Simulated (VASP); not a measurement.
# TlCl in VASP: single point with PBEsol

Aim: the single point of TlCl with PBEsol.

Everything below comes from runs of VASP 6.6.1. Logs are shortened: lines on timing, memory, paths and dates and some standing lists are left out, and cuts for length are marked.

## 1. The cell of the first run

The cell holds a slab with vacuum, 16 atoms: a = 5.331 Å, b = 6.529 Å, c = 25.772 Å, α = 90.00°, β = 90.00°, γ = 90.00°.

## 2. Single point, PBEsol (atoms taken out)

Contents of INCAR:

```
  PREC = Accurate
  ENCUT = 400
  EDIFF = 1E-6
  ISMEAR = 0
  SIGMA = 0.05
  LREAL = F
  LASPH = T
  NELM = 120
  ALGO = Normal
  ISIF = 2
  LWAVE = F
  LCHARG = T
  LDIPOL = T
  IDIPOL = 3
  DIPOL = 0.5 0.5 0.500
  GGA = PS
  LELF = T
  LVHAR = T
  LVACPOTAV = T
  NBANDS = 94
  GGA_COMPAT = F
  NELMDL = -8
```

Contents of KPOINTS:

```
regular mesh
0
Gamma
  5 4 1
```

Contents of POSCAR:

```
TlCl
1.0
    5.3306014400      0.0000000000      0.0000000000
    0.0000000000      6.5286267750      0.0000000000
    0.0000000000      0.0000000000     25.7716846171
Tl Cl
8 8
Direct
    0.5000000000      0.6666666667      0.2910170643
    0.0000000000      0.3333333333      0.3507264745
    0.5000000000      0.0000000000      0.4104358847
    0.0000000000      0.6666666667      0.4701452949
    0.5000000000      0.3333333333      0.5298547051
    0.0000000000      0.0000000000      0.5895641153
    0.5000000000      0.6666666667      0.6492735255
    0.0000000000      0.3333333333      0.7089829357
    0.5000000000      0.1666666667      0.2910170643
    0.0000000000      0.8333333333      0.3507264745
    0.5000000000      0.5000000000      0.4104358847
    0.0000000000      0.1666666667      0.4701452949
    0.5000000000      0.8333333333      0.5298547051
    0.0000000000      0.5000000000      0.5895641153
    0.5000000000      0.1666666667      0.6492735255
    0.0000000000      0.8333333333      0.7089829357
```

Potentials or basis: VASP PAW PBE potentials, release 64 (Tl_d, Cl).

The run is started by

```
$ cat potpaw_PBE.64/Tl_d/POTCAR potpaw_PBE.64/Cl/POTCAR > POTCAR
$ mpirun -np 1 vasp_std > vasp.out
```

OUTCAR:

```text
PREC = Accurate
   ENCUT = 400
   EDIFF = 1E-6
   ISMEAR = 0
   LREAL = F
   LASPH = T
   NELM = 120
   ISIF = 2
   GGA = PS
   NELMDL = -8

 ion  position               nearest neighbor table
   1  0.500  0.667  0.291-  10 3.26  10 3.26   9 3.26   9 3.26  11 3.26   3 3.77   2 3.77   2 3.77

   2  0.000  0.333  0.351-   9 3.26   9 3.26  10 3.26  10 3.26  11 3.26  11 3.26  12 3.26   3 3.77
                             3 3.77   1 3.77   1 3.77   4 3.77
   3  0.500  0.000  0.410-  11 3.26  11 3.26  12 3.26  10 3.26  10 3.26  12 3.26  13 3.26   9 3.26
                             2 3.77   4 3.77   2 3.77   4 3.77   1 3.77   5 3.77
   4  0.000  0.667  0.470-  13 3.26  13 3.26  12 3.26  12 3.26  11 3.26  11 3.26  10 3.26  14 3.26
                             3 3.77   3 3.77   6 3.77   5 3.77   5 3.77   2 3.77
   5  0.500  0.333  0.530-  12 3.26  12 3.26  13 3.26  13 3.26  14 3.26  14 3.26  15 3.26  11 3.26
                             6 3.77   6 3.77   3 3.77   4 3.77   4 3.77   7 3.77
   6  0.000  0.000  0.590-  14 3.26  14 3.26  15 3.26  13 3.26  13 3.26  15 3.26  16 3.26  12 3.26
                             5 3.77   7 3.77   5 3.77   7 3.77   4 3.77   8 3.77
   7  0.500  0.667  0.649-  16 3.26  16 3.26  15 3.26  15 3.26  14 3.26  14 3.26  13 3.26   6 3.77
                             6 3.77   8 3.77   8 3.77   5 3.77
   8  0.000  0.333  0.709-  15 3.26  15 3.26  16 3.26  16 3.26  14 3.26   6 3.77   7 3.77   7 3.77

   9  0.500  0.167  0.291-   2 3.26   2 3.26   1 3.26   1 3.26   3 3.26
  10  0.000  0.833  0.351-   1 3.26   1 3.26   2 3.26   2 3.26   3 3.26   3 3.26   4 3.26
  11  0.500  0.500  0.410-   3 3.26   3 3.26   4 3.26   2 3.26   2 3.26   4 3.26   5 3.26   1 3.26

  12  0.000  0.167  0.470-   5 3.26   5 3.26   4 3.26   4 3.26   3 3.26   3 3.26   2 3.26   6 3.26

  13  0.500  0.833  0.530-   4 3.26   4 3.26   5 3.26   5 3.26   6 3.26   6 3.26   7 3.26   3 3.26

  14  0.000  0.500  0.590-   6 3.26   6 3.26   7 3.26   5 3.26   5 3.26   7 3.26   8 3.26   4 3.26

  15  0.500  0.167  0.649-   8 3.26   8 3.26   7 3.26   7 3.26   6 3.26   6 3.26   5 3.26
  16  0.000  0.833  0.709-   7 3.26   7 3.26   8 3.26   8 3.26   6 3.26

  LATTYP: Found a simple orthorhombic cell.
 ALAT       =     5.3306014400
 B/A-ratio  =     1.2247448714
 C/A-ratio  =     4.8346673274

  Lattice vectors:

 A1 = (   5.3306014400,   0.0000000000,   0.0000000000)
 A2 = (   0.0000000000,   6.5286267750,   0.0000000000)
 A3 = (   0.0000000000,   0.0000000000,  25.7716846171)

Analysis of symmetry for initial positions (statically):
=====================================================================
 Subroutine PRICEL returns:
 Original cell was already a primitive cell.

 Routine SETGRP: Setting up the symmetry group for a
 simple orthorhombic supercell.

 Subroutine GETGRP returns: Found  4 space group operations
 (whereof  2 operations were pure point group operations)
 out of a pool of  8 trial point group operations.

The static configuration has the point symmetry C_1h.
 The point group associated with its full space group is C_2h.

Analysis of symmetry for dynamics (positions and initial velocities):
=====================================================================
 Subroutine PRICEL returns:
 Original cell was already a primitive cell.

 Routine SETGRP: Setting up the symmetry group for a
 simple orthorhombic supercell.

 Subroutine GETGRP returns: Found  4 space group operations
 (whereof  2 operations were pure point group operations)
 out of a pool of  8 trial point group operations.

The dynamic configuration has the point symmetry C_1h.
 The point group associated with its full space group is C_2h.

 Subroutine INISYM returns: Found  4 space group operations
 (whereof  2 operations are pure point group operations),
 and found     1 'primitive' translations

----------------------------------------------------------------------------------------

                                     Primitive cell

  volume of cell :     896.8935

  direct lattice vectors                    reciprocal lattice vectors
     5.330601440  0.000000000  0.000000000     0.187596092  0.000000000  0.000000000
     0.000000000  6.528626775  0.000000000     0.000000000  0.153171568  0.000000000
     0.000000000  0.000000000 25.771684617     0.000000000  0.000000000  0.038802275

  length of vectors
     5.330601440  6.528626775 25.771684617     0.187596092  0.153171568  0.038802275

  position of ions in fractional coordinates (direct lattice)
     0.500000000  0.666666667  0.291017064
[... 46 lines left out ...]
     0.037519218  0.000000000  0.000000000     0.200000000  0.000000000  0.000000000
     0.000000000  0.038292892  0.000000000     0.000000000  0.250000000  0.000000000
     0.000000000  0.000000000  0.038802275     0.000000000  0.000000000  1.000000000

  Length of vectors
     0.037519218  0.038292892  0.038802275

  Shift w.r.t. Gamma in fractional coordinates (k-lattice)
     0.000000000  0.000000000  0.000000000

 Subroutine IBZKPT returns following result:
 ===========================================

 Found      9 irreducible k-points:

 Following reciprocal coordinates:
            Coordinates               Weight
  0.000000  0.000000  0.000000      1.000000
  0.200000  0.000000  0.000000      2.000000
  0.400000  0.000000  0.000000      2.000000
  0.000000  0.250000  0.000000      2.000000
  0.200000  0.250000  0.000000      4.000000
  0.400000  0.250000  0.000000      4.000000
  0.000000  0.500000  0.000000      1.000000
  0.200000  0.500000  0.000000      2.000000
  0.400000  0.500000  0.000000      2.000000
   k-points           NKPTS =      9   k-points in BZ     NKDIM =      9   number of bands    NBANDS=     94
   number of dos      NEDOS =    301   number of ions     NIONS =     16
   total plane-waves  NPLWV = 290304
   dimension x,y,z NGX =    36 NGY =   48 NGZ =  168
   dimension x,y,z NGXF=    72 NGYF=   96 NGZF=  336
   ions per type =               8   8
   NGX,Y,Z   is equivalent  to a cutoff of  11.23, 12.22, 10.84 a.u.
   NGXF,Y,Z  is equivalent  to a cutoff of  22.45, 24.45, 21.67 a.u.
 SYSTEM =  unknown system
   PREC   = accura    normal or accurate (medium, high low for compatibility)
   ISTART =      0    job   : 0-new  1-cont  2-samecut
   ICHARG =      2    charge: 1-file 2-atom 10-const
   ISPIN  =      1    spin polarized calculation?
   LNONCOLLINEAR =      F non collinear calculations
   LSORBIT =      F    spin-orbit coupling
   LASPH  =      T    aspherical Exc in radial PAW
   ENCUT  =  400.0 eV  29.40 Ry    5.42 a.u.   8.69 10.65 42.03*2*pi/ulx,y,z
   NELM   =    120;   NELMIN=  2; NELMDL= -8     # of ELM steps
   EDIFF  = 0.1E-05   stopping-criterion for ELM
   LREAL  =      F    real-space projection
   EDIFFG = 0.1E-04   stopping-criterion for IOM
   NSW    =      0    number of steps for IOM
   IBRION =     -1    ionic relax: 0-MD 1-quasi-New 2-CG
   NFREE  =      0    steps in history (QN), initial steepest desc. (CG)
   ISIF   =      2    stress and relaxation
   ISYM   =      2    0-nonsym 1-usesym 2-fastsym
   POTIM  = 0.5000    time-step for ionic-motion
   TEBEG  =    0.0;   TEEND  =   0.0 temperature during run
   PSTRESS=    0.0 pullay stress
   NELECT =     160.0000    total number of electrons
   NUPDOWN=      -1.0000    fix difference up-down
   EMIN   =  10.00;   EMAX   =-10.00  energy-range for DOS
   EFERMI =   0.00;   METHOD = LEGACY
   ISMEAR =     0;   SIGMA  =   0.05  broadening in eV -4-tet -1-fermi 0-gaus
   EFERMI_NEDOS =   21; number of points for ismear=-14 and -15
   IALGO  =     38    algorithm
   IMIX   =      4    mixing-type and parameters
     AMIX     =   0.40;   BMIX     =  1.00
     AMIX_MAG =   1.60;   BMIX_MAG =  1.00
  volume/ion in A,a.u.               =      56.06       378.28
  Fermi-wavevector in a.u.,A,eV,Ry     =   0.921583  1.741540 11.555640  0.849316
  Thomas-Fermi vector in A             =   2.047016
   LORBIT       =      0    0 simple, 1 ext, 2 COOP (PROOUT), +10 PAW based schemes
   GGA     = PS    functional components
   LHFCALC =     F    Hartree Fock is set to
   AEXX    =    0.0000 exact exchange contribution
   IVDW    =     0    specifies the selected vdW correction
   LEPSILON=     F    determine dielectric tensor
   LRPA    =     F    only Hartree local field effects (RPA)
 non-spin polarized calculation
 Gauss-broadening in eV      SIGMA  =   0.05
  energy-cutoff  :      400.00
  volume of cell :      896.89
 maximum number of plane-waves:     16327
 NGX is ok and might be reduce to    36
   NGX = 17   NGY = 21   NGZ = 85

 number of electron     159.9999995 magnetization

 dipolmoment           0.000000      0.000000     -0.000000 electrons x Angstroem

 Free energy of the ion-electron system (eV)
  ---------------------------------------------------
  ext. energy  EPLUGINS =         0.00000000
  ---------------------------------------------------
  free energy    TOTEN  =       -50.76726843 eV

  energy without entropy =      -50.76726843  energy(sigma->0) =      -50.76726843

 E-fermi :  -1.3295     XC(G=0):  -5.0721

 val. band max:       -1.5581691138   @ k =   0.4000   0.5000   0.0000
 cond. band min:       0.7596793757   @ k =   0.4000   0.5000   0.0000
 fundamental gap:      2.3178484895
 Fermi energy:        -1.3294749543

 k-point     1 :       0.0000    0.0000    0.0000
  band No.  band energies     occupation
      1     -15.3641      2.00000
      2     -15.1949      2.00000
      3     -15.0209      2.00000
      4     -14.9778      2.00000
      5     -14.9168      2.00000
      6     -14.9150      2.00000
[... 844 lines left out ...]
     91       2.7462      0.00000
     92       2.9720      0.00000
 [bands above 92 left out]

------------------------ aborting loop because EDIFF is reached ----------------------------------------

  FORCE on cell =-STRESS in cart. coord.  units (eV):
  Direction    XX          YY          ZZ          XY          YZ          ZX
  --------------------------------------------------------------------------------------
  -------------------------------------------------------------------------------------
  Total       -2.1454143     -4.1132288     -2.5104140      0.0000000     -0.4938089      0.0000000
  in kB       -3.8324888     -7.3477198     -4.4845107      0.0000000     -0.8821220      0.0000000
  external PRESSURE =      -5.2215731 kB  Pullay stress =       0.0000000 kB

 VOLUME and BASIS-vectors are now :
 -----------------------------------------------------------------------------
  energy-cutoff  :      400.00
  volume of cell :      896.89
      direct lattice vectors                 reciprocal lattice vectors
     5.330601440  0.000000000  0.000000000     0.187596092  0.000000000  0.000000000
     0.000000000  6.528626775  0.000000000     0.000000000  0.153171568  0.000000000
     0.000000000  0.000000000 25.771684617     0.000000000  0.000000000  0.038802275

 POSITION                                       TOTAL-FORCE (eV/Angst)
 -----------------------------------------------------------------------------------
      2.66530      4.35242      7.50000         0.000000      0.220206      0.286271
      0.00000      2.17621      9.03881         0.000000     -0.291417     -0.074191
      2.66530      0.00000     10.57762         0.000000      0.054055     -0.107153
      0.00000      4.35242     12.11644         0.000000      0.019148     -0.024889
      2.66530      2.17621     13.65525         0.000000     -0.019148      0.024889
      0.00000      0.00000     15.19406         0.000000     -0.054055      0.107153
[... 8 lines left out ...]
      2.66530      1.08810     16.73287         0.000000      0.180071      0.124578
      0.00000      5.44052     18.27168         0.000000     -0.102688     -0.180478
 -----------------------------------------------------------------------------------
    total drift:                                0.000000      0.000000      0.000000

  FREE ENERGIE OF THE ION-ELECTRON SYSTEM (eV)
  ---------------------------------------------------
  free  energy   TOTEN  =       -50.7672684299 eV

  energy  without entropy=      -50.7672684299  energy(sigma->0) =      -50.76726843

 vacuum level on the upper side and lower side of the slab         4.099         4.099
```

Run time: 21 min. Hardware: 1 thread of Intel Xeon Platinum 8259CL at 2.50GHz (Skylake/Cascade Lake), shared host; peak memory 0.8 GiB.

Results:

* Free energy: -50.7673 eV
* Largest force: 0.361 eV/Å
* Band gap on the k mesh: 2.32 eV

Forces in eV/Å, atoms in the order of the input:
```
Tl   0.000  0.220  0.286
Tl   0.000 -0.291 -0.074
Tl   0.000  0.054 -0.107
Tl   0.000  0.019 -0.025
Tl   0.000 -0.019  0.025
Tl   0.000 -0.054  0.107
Tl   0.000  0.291  0.074
Tl   0.000 -0.220 -0.286
Cl   0.000  0.103  0.180
Cl   0.000 -0.180 -0.125
Cl   0.000  0.066 -0.118
Cl   0.000  0.037 -0.105
Cl   0.000 -0.037  0.105
Cl   0.000 -0.066  0.118
Cl   0.000  0.180  0.125
Cl   0.000 -0.103 -0.180
```

Levels at points of the mesh, in eV from the valence-band top:
```csv
k point,band 76,band 77,band 78,band 79,band 80,band 81,band 82,band 83,band 84,band 85
"(0.00, 0.00, 0.00)",-0.99,-0.96,-0.72,-0.53,-0.37,3.53,3.57,3.81,3.82,3.82
"(0.00, 0.50, 0.00)",-0.43,-0.29,-0.20,-0.17,-0.02,2.34,2.67,2.74,2.84,3.32
```

Caveat: the cell differs from its parent crystal (atoms taken out); the PAW data sets were made with another functional, which shifts forces and pressure a little; spin-orbit coupling is left out, which moves the levels of the heavy elements.
